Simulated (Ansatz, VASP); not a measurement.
**Two plane-wave programs on Mg2Cl3**

File INCAR:

```
PREC = Accurate
ENCUT = 600
EDIFF = 1E-7
ISMEAR = 0
SIGMA = 0.1
LREAL = F
LASPH = T
NELM = 80
ALGO = Normal
ISIF = 3
LWAVE = F
LCHARG = F
GGA = PE
IBRION = 2
NSW = 90
EDIFFG = -0.04
```

Contents of KPOINTS:

```
Automatic mesh
0
Gamma
  3 3 3
```

File POSCAR:

```
Mg2Cl3
1.0
    4.5460980300      2.6246909200      2.6419768800
   -4.5460980300      2.6246909200      2.6419768800
    0.0000000000     -5.2493818400      2.6419768800
Mg Cl
4 6
Direct
    0.5000000000      0.5000000000      0.0000000000
    0.0000000000      0.5000000000      0.5000000000
    0.5000000000      0.0000000000      0.5000000000
    0.0000000000      0.0000000000      0.0000000000
    0.2273139000      0.6366301800      0.2273139000
    0.2273139000      0.2273139000      0.6366301800
    0.6366301800      0.2273139000      0.2273139000
    0.7726861000      0.3633698200      0.7726861000
    0.3633698200      0.7726861000      0.7726861000
    0.7726861000      0.7726861000      0.3633698200
```

Input for Ansatz:

```yaml
crystal:
  lattice:
    - [4.54609803, 2.62469092, 2.64197688]
    - [-4.54609803, 2.62469092, 2.64197688]
    - [0.0, -5.24938184, 2.64197688]
  atoms:
    - { symbol: Mg, position: [0.5, 0.5, 0.0] }
    - { symbol: Mg, position: [0.0, 0.5, 0.5] }
    - { symbol: Mg, position: [0.5, 0.0, 0.5] }
    - { symbol: Mg, position: [0.0, 0.0, 0.0] }
    - { symbol: Cl, position: [0.2273139, 0.63663018, 0.2273139] }
    - { symbol: Cl, position: [0.2273139, 0.2273139, 0.63663018] }
    - { symbol: Cl, position: [0.63663018, 0.2273139, 0.2273139] }
    - { symbol: Cl, position: [0.7726861, 0.36336982, 0.7726861] }
    - { symbol: Cl, position: [0.36336982, 0.7726861, 0.7726861] }
    - { symbol: Cl, position: [0.7726861, 0.7726861, 0.36336982] }
basis:
  ecutwfc: 420
kpoints:
  mp_grid: { grid: [3, 3, 3] }
hamiltonian:
  xc: pbe
scf:
  occupations: { method: gaussian, width: 0.1 }
  lower_state_search: "off"
output:
  forces: true
  stress: true
  eigenvalues: true
relax:
  adjacent_minimum: "off"
  f_tol: 0.04
  max_steps: 70
  cell: { stress_tol: 0.4 }
```

Alike in both runs: task relaxation of cell and atoms; functional PBE; k mesh 3 × 3 × 3; occupations gaussian, width 0.1 eV; no spin polarisation.

|  | VASP | Ansatz |
| --- | --- | --- |
| version | VASP 6.6.1 | Ansatz 0.2.0 |
| potentials or method | VASP PAW PBE potentials, release 64 (Mg, Cl), cutoff 600 eV | scalar-relativistic, plane waves, PAW |
| valence electrons in the cell | 50 | 82 |

```csv
,VASP,Ansatz,Ansatz less VASP
"gap on the k mesh at the Fermi level, each at its own relaxed structure (eV)",0.86,0.86,+0.003
relaxed volume (Å³/atom),22.85,23.17,+0.315
relaxed length of the cell vector where the two differ most in proportion (Å),6.260,6.287,+0.0270
```

VASP's potentials hold 50 valence electrons a cell and Ansatz's 82, so a difference there can come from the potentials and not from the codes.

Noted on VASP's run: the volume moved by over 15 % at a fixed basis, so the end points are rough.
